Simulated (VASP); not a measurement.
# Al (P6_3/mmc) in VASP: further runs

Al is run at these levels: PBEsol; tasks: single point.

Program: VASP 6.6.1. These are calculated values, not measurements. Logs are shortened: lines on timing, memory, paths and dates and some standing lists are left out, and cuts for length are marked.

### 1 The cell of the first run

Symmetry: P6_3/mmc, No. 194, hexagonal system. Conventional cell: a = 3.055 Å, b = 3.055 Å, c = 8.034 Å, α = 90.00°, β = 90.00°, γ = 120.00°. Within 3.5 Å of Al (site symmetry -3m) lie 12 Al at 2.67 to 3.06 Å. Al (site symmetry -6m2) has 12 Al at 2.67 to 3.06 Å within 3.5 Å.

This isn't the form of Al at room conditions, which is fcc.

### 2 Single point, PBEsol

INCAR reads:

```
  PREC = Accurate
  ENCUT = 520
  EDIFF = 1E-6
  ISMEAR = 0
  SIGMA = 0.15
  LREAL = F
  LASPH = T
  NELM = 80
  ALGO = Fast
  ISIF = 2
  LWAVE = F
  LCHARG = F
  GGA = PS
  NBANDS = 14
```

KPOINTS reads:

```
regular mesh
0
Gamma
  24 24 6
```

POSCAR reads:

```
Al
1.0
    3.0552948499      0.0000000000      0.0000000000
   -1.5276474250      2.6459629561      0.0000000000
    0.0000000000      0.0000000000      8.0335848697
Al
4
Direct
    0.0000000000      0.0000000000      0.0000000000
    0.3333333333      0.6666666667      0.2500000000
    0.0000000000      0.0000000000      0.5000000000
    0.6666666667      0.3333333333      0.7500000000
```

Potentials or basis: VASP PAW PBE potentials, release 64 (Al).

On the command line:

```bash
> cat potpaw_PBE.64/Al/POTCAR > POTCAR
> mpirun -np 1 vasp_std > vasp.out
```

OUTCAR:

```text
PREC = Accurate
   ENCUT = 520
   EDIFF = 1E-6
   ISMEAR = 0
   LREAL = F
   LASPH = T
   NELM = 80
   ISIF = 2
   GGA = PS

 ion  position               nearest neighbor table
   1  0.000  0.000  0.000-   2 2.67   4 2.67   4 2.67   2 2.67   4 2.67   2 2.67
   2  0.333  0.667  0.250-   1 2.67   3 2.67   1 2.67   3 2.67   1 2.67   3 2.67
   3  0.000  0.000  0.500-   2 2.67   4 2.67   4 2.67   2 2.67   4 2.67   2 2.67
   4  0.667  0.333  0.750-   1 2.67   3 2.67   1 2.67   3 2.67   1 2.67   3 2.67

  LATTYP: Found a hexagonal cell.
 ALAT       =     3.0552948499
 C/A-ratio  =     2.6293975752

  Lattice vectors:

 A1 = (   3.0552948499,   0.0000000000,   0.0000000000)
 A2 = (  -1.5276474250,   2.6459629561,   0.0000000000)
 A3 = (   0.0000000000,   0.0000000000,   8.0335848697)

Analysis of symmetry for initial positions (statically):
=====================================================================
 Subroutine PRICEL returns:
 Original cell was already a primitive cell.

 Routine SETGRP: Setting up the symmetry group for a
 hexagonal supercell.

 Subroutine GETGRP returns: Found 24 space group operations
 (whereof 12 operations were pure point group operations)
 out of a pool of 24 trial point group operations.

The static configuration has the point symmetry D_3d.
 The point group associated with its full space group is D_6h.

Analysis of symmetry for dynamics (positions and initial velocities):
=====================================================================
 Subroutine PRICEL returns:
 Original cell was already a primitive cell.

 Routine SETGRP: Setting up the symmetry group for a
 hexagonal supercell.

 Subroutine GETGRP returns: Found 24 space group operations
 (whereof 12 operations were pure point group operations)
 out of a pool of 24 trial point group operations.

The dynamic configuration has the point symmetry D_3d.
 The point group associated with its full space group is D_6h.

 Subroutine INISYM returns: Found 24 space group operations
 (whereof 12 operations are pure point group operations),
 and found     1 'primitive' translations

----------------------------------------------------------------------------------------

                                     Primitive cell

  volume of cell :      64.9451

  direct lattice vectors                    reciprocal lattice vectors
     3.055294850  0.000000000  0.000000000     0.327300653  0.188967120  0.000000000
    -1.527647425  2.645962956  0.000000000     0.000000000  0.377934240  0.000000000
     0.000000000  0.000000000  8.033584870     0.000000000  0.000000000  0.124477430

  length of vectors
     3.055294850  3.055294850  8.033584870     0.377934240  0.377934240  0.124477430

  position of ions in fractional coordinates (direct lattice)
     0.000000000  0.000000000  0.000000000
     0.333333333  0.666666667  0.250000000
     0.000000000  0.000000000  0.500000000
     0.666666667  0.333333333  0.750000000

  ion indices of the primitive-cell ions
   primitive index   ion index
                 1           1
                 2           2
                 3           3
                 4           4

----------------------------------------------------------------------------------------

 KPOINTS: regular mesh

Automatic generation of k-mesh.
 Grid dimensions read from file:
 generate k-points for:   24   24    6

 Generating k-lattice:

  Cartesian coordinates                     Fractional coordinates (reciprocal lattice)
     0.013637527  0.007873630  0.000000000     0.041666667  0.000000000  0.000000000
     0.000000000  0.015747260  0.000000000     0.000000000  0.041666667  0.000000000
     0.000000000  0.000000000  0.020746238     0.000000000  0.000000000  0.166666667

  Length of vectors
     0.015747260  0.015747260  0.020746238

  Shift w.r.t. Gamma in fractional coordinates (k-lattice)
     0.000000000  0.000000000  0.000000000

 Subroutine IBZKPT returns following result:
 ===========================================

 Found    244 irreducible k-points:

 Following reciprocal coordinates:
            Coordinates               Weight
  0.000000  0.000000  0.000000      1.000000
  0.041667 -0.000000  0.000000      6.000000
  0.083333 -0.000000  0.000000      6.000000
  0.125000  0.000000  0.000000      6.000000
  0.166667  0.000000  0.000000      6.000000
  0.208333  0.000000  0.000000      6.000000
[... 16 lines left out ...]
  0.416667  0.041667  0.000000     12.000000
  0.458333  0.041667  0.000000     12.000000
 [... further k-points ...]
   k-points           NKPTS =    244   k-points in BZ     NKDIM =    244   number of bands    NBANDS=     14
   number of dos      NEDOS =    301   number of ions     NIONS =      4
   total plane-waves  NPLWV =  34560
   dimension x,y,z NGX =    24 NGY =   24 NGZ =   60
   dimension x,y,z NGXF=    48 NGYF=   48 NGZF=  120
   ions per type =               4
   NGX,Y,Z   is equivalent  to a cutoff of  13.06, 13.06, 12.42 a.u.
   NGXF,Y,Z  is equivalent  to a cutoff of  26.12, 26.12, 24.83 a.u.
 SYSTEM =  unknown system
   PREC   = accura    normal or accurate (medium, high low for compatibility)
   ISTART =      0    job   : 0-new  1-cont  2-samecut
   ICHARG =      2    charge: 1-file 2-atom 10-const
   ISPIN  =      1    spin polarized calculation?
   LNONCOLLINEAR =      F non collinear calculations
   LSORBIT =      F    spin-orbit coupling
   LASPH  =      T    aspherical Exc in radial PAW
   ENCUT  =  520.0 eV  38.22 Ry    6.18 a.u.   5.68  5.68 14.94*2*pi/ulx,y,z
   NELM   =     80;   NELMIN=  2; NELMDL= -5     # of ELM steps
   EDIFF  = 0.1E-05   stopping-criterion for ELM
   LREAL  =      F    real-space projection
   EDIFFG = 0.1E-04   stopping-criterion for IOM
   NSW    =      0    number of steps for IOM
   IBRION =     -1    ionic relax: 0-MD 1-quasi-New 2-CG
   NFREE  =      0    steps in history (QN), initial steepest desc. (CG)
   ISIF   =      2    stress and relaxation
   ISYM   =      2    0-nonsym 1-usesym 2-fastsym
   POTIM  = 0.5000    time-step for ionic-motion
   TEBEG  =    0.0;   TEEND  =   0.0 temperature during run
   PSTRESS=    0.0 pullay stress
   NELECT =      12.0000    total number of electrons
   NUPDOWN=      -1.0000    fix difference up-down
   EMIN   =  10.00;   EMAX   =-10.00  energy-range for DOS
   EFERMI =   0.00;   METHOD = LEGACY
   ISMEAR =     0;   SIGMA  =   0.15  broadening in eV -4-tet -1-fermi 0-gaus
   EFERMI_NEDOS =   21; number of points for ismear=-14 and -15
   IALGO  =     68    algorithm
   IMIX   =      4    mixing-type and parameters
     AMIX     =   0.40;   BMIX     =  1.00
     AMIX_MAG =   1.60;   BMIX_MAG =  1.00
  volume/ion in A,a.u.               =      16.24       109.57
  Fermi-wavevector in a.u.,A,eV,Ry     =   0.932438  1.762052 11.829450  0.869440
  Thomas-Fermi vector in A             =   2.059035
   LORBIT       =      0    0 simple, 1 ext, 2 COOP (PROOUT), +10 PAW based schemes
   GGA     = PS    functional components
   LHFCALC =     F    Hartree Fock is set to
   AEXX    =    0.0000 exact exchange contribution
   IVDW    =     0    specifies the selected vdW correction
   LEPSILON=     F    determine dielectric tensor
   LRPA    =     F    only Hartree local field effects (RPA)
 non-spin polarized calculation
 RMM-DIIS sequential band-by-band and
 Gauss-broadening in eV      SIGMA  =   0.15
  energy-cutoff  :      520.00
  volume of cell :       64.95
 maximum number of plane-waves:      1778
 NGX is ok and might be reduce to    24

 number of electron      12.0000000 magnetization

 Free energy of the ion-electron system (eV)
  ---------------------------------------------------
  ext. energy  EPLUGINS =         0.00000000
  ---------------------------------------------------
  free energy    TOTEN  =       -15.85152551 eV

  energy without entropy =      -15.83288115  energy(sigma->0) =      -15.84220333

 E-fermi :   8.0669     XC(G=0): -10.2996

 val. band max:        8.0637000307   @ k =   0.4167   0.0417   0.1667
 cond. band min:       8.0938523958   @ k =   0.1667   0.0417   0.1667
 fundamental gap:      0.0301523652
 Fermi energy:         8.0669318757

 k-point     1 :       0.0000    0.0000    0.0000
  band No.  band energies     occupation
      1      -3.1512      2.00000
      2      -0.8869      2.00000
      3      -0.8791      2.00000
      4       5.0185      2.00000
      5       6.5312      2.00000
      6      15.5705      0.00000
      7      15.5705      0.00000
      8      15.8892      0.00000
      9      16.0477      0.00000
     10      16.0477      0.00000
     11      16.1432      0.00000
     12      17.6187      0.00000
     13      17.6219      0.00000
     14      17.6240      0.00000

 k-point     2 :       0.0417   -0.0000    0.0000
  band No.  band energies     occupation
      1      -3.1147      2.00000
      2      -0.8510      2.00000
      3      -0.8431      2.00000
      4       5.0512      2.00000
      5       6.5656      2.00000
      6      14.7627      0.00000
      7      15.0821      0.00000
      8      15.7041      0.00000
      9      16.0879      0.00000
     10      16.3907      0.00000
     11      16.4186      0.00000
     12      16.9004      0.00000
     13      17.0739      0.00000
     14      17.1041      0.00000

 k-point     3 :       0.0833   -0.0000    0.0000
  band No.  band energies     occupation
      1      -3.0049      2.00000
      2      -0.7434      2.00000
      3      -0.7351      2.00000
      4       5.1491      2.00000
      5       6.6682      2.00000
      6      13.5154      0.00000
      7      14.4482      0.00000
      8      15.2424      0.00000
      9      15.4137      0.00000
     10      15.8139      0.00000
     11      16.2674      0.00000
     12      16.3964      0.00000
     13      16.4270      0.00000
     14      16.9763      0.00000
[... 324 lines left out ...]
 k-point    23 :       0.4167    0.0417    0.0000
  band No.  band energies     occupation
      1       0.8468      2.00000
      2       2.9590      2.00000
      3       3.0569      2.00000
      4       3.4560      2.00000
      5       5.5480      2.00000
      6       5.6447      2.00000
      7       8.7359      0.00000
      8      10.2376      0.00000
      9      10.9478      0.00000
     10      11.0802      0.00000
     11      12.5571      0.00000
     12      12.8503      0.00000
     13      12.9870      0.00000
     14      14.2295      0.00000

 k-point    24 :       0.4583    0.0417    0.0000
  band No.  band energies     occupation
      1       1.6084      2.00000
      2       2.4935      2.00000
      3       3.6976      2.00000
      4       3.8110      2.00000
      5       4.6768      2.00000
      6       4.8511      2.00000
      7       9.3920      0.00000
      8      10.2989      0.00000
      9      10.4324      0.00000
     10      11.3354      0.00000
     11      11.9941      0.00000
     12      12.7725      0.00000
     13      12.8371      0.00000
     14      14.0512      0.00000

 [... further k-points ...]
[... 5 lines left out ...]
  --------------------------------------------------------------------------------------
  -------------------------------------------------------------------------------------
  Total       -0.0816027     -0.0816027      5.9452079      0.0000000      0.0000000      0.0000000
  in kB       -2.0131172     -2.0131172    146.6666446      0.0000000      0.0000000      0.0000000
  external PRESSURE =      47.5468034 kB  Pullay stress =       0.0000000 kB

 VOLUME and BASIS-vectors are now :
 -----------------------------------------------------------------------------
  energy-cutoff  :      520.00
  volume of cell :       64.95
      direct lattice vectors                 reciprocal lattice vectors
     3.055294850  0.000000000  0.000000000     0.327300653  0.188967120  0.000000000
    -1.527647425  2.645962956  0.000000000     0.000000000  0.377934240  0.000000000
     0.000000000  0.000000000  8.033584870     0.000000000  0.000000000  0.124477430

 POSITION                                       TOTAL-FORCE (eV/Angst)
 -----------------------------------------------------------------------------------
      0.00000      0.00000      0.00000        -0.000000      0.000000      0.000000
     -0.00000      1.76398      2.00840        -0.000000      0.000000      0.000000
      0.00000      0.00000      4.01679        -0.000000      0.000000      0.000000
      1.52765      0.88199      6.02519         0.000000     -0.000000     -0.000000
 -----------------------------------------------------------------------------------
    total drift:                               -0.000000      0.000000      0.000000

  FREE ENERGIE OF THE ION-ELECTRON SYSTEM (eV)
  ---------------------------------------------------
  free  energy   TOTEN  =       -15.8515255113 eV

  energy  without entropy=      -15.8328811490  energy(sigma->0) =      -15.84220333
```

It took 55 s on 1 thread of Intel Xeon 6975P-C (Granite Rapids), shared host; peak memory 0.29 GiB.

Results:

```yaml
Free_energy: -15.8515 eV
Pressure: 4.8 GPa
Band_gap_on_the_k_mesh: zero (bands 6 and 7 overlap by 9.80 eV)
```

Caveat: the cell stands under pressure; the PAW data sets were made with another functional, which shifts forces and pressure a little.

### 3 Single point, PBEsol

This run uses another cell than the first one, of the same volume but with other edges.

INCAR reads:

```
SYSTEM = Al
  ALGO = Fast
  EDIFF = 1E-7
  ENCUT = 520
  GGA = PS
  ISIF = 2
  ISMEAR = 0
  LASPH = .TRUE.
  LCHARG = .FALSE.
  LREAL = .FALSE.
  LWAVE = .FALSE.
  NBANDS = 14
  NELM = 80
  PREC = Accurate
  SIGMA = 0.15
```

KPOINTS reads:

```
k-points
0
G
  24 24 6
  0 0 0
```

POSCAR reads:

```
Al
1.0
    2.5987749561      0.0000000000      0.0000000000
   -1.2993874781      2.2506051307      0.0000000000
    0.0000000000      0.0000000000     11.1039704228
Al
4
Direct
    0.0000000000      0.0000000000      0.0000000000
    0.3333333333      0.6666666667      0.2500000000
    0.0000000000      0.0000000000      0.5000000000
    0.6666666667      0.3333333333      0.7500000000
```

Potentials or basis: VASP PAW PBE potentials, release 64 (Al).

On the command line:

```bash
> cat potpaw_PBE.64/Al/POTCAR > POTCAR
> mpirun -np 1 vasp_std > vasp.out
```

Run time: 1.7 min. Hardware: 1 thread of Intel Xeon 6975P-C (Granite Rapids), shared host; peak memory 0.29 GiB.

It converged, with:

| Property | Result |
| --- | --- |
| Free energy | -15.4895 eV |
| Pressure | 8.4 GPa |
| Band gap on the k mesh | zero (bands 6 and 7 overlap by 3.29 eV) |

Stress tensor (GPa, compression positive):
```
16.96  0.00  0.00
 0.00 16.96  0.00
 0.00  0.00 -8.82
```

Levels at points of the mesh, in eV from the Fermi level:
```
           k point  band 4  band 5  band 6  band 7  band 8  band 9
(0.00, 0.00, 0.00)   -7.32   -5.50   -0.63   -0.63    6.72    7.19
(0.50, 0.00, 0.00)   -3.36   -2.55   -2.35   -0.42    0.10    1.31
(0.00, 0.00, 0.50)   -8.62   -3.65   -3.65    2.94    2.94   11.26
(0.50, 0.00, 0.50)   -3.74   -1.82   -1.82   -1.09   -1.09    3.03
```

Caveat: the cell stands under pressure; the PAW data sets were made with another functional, which shifts forces and pressure a little.
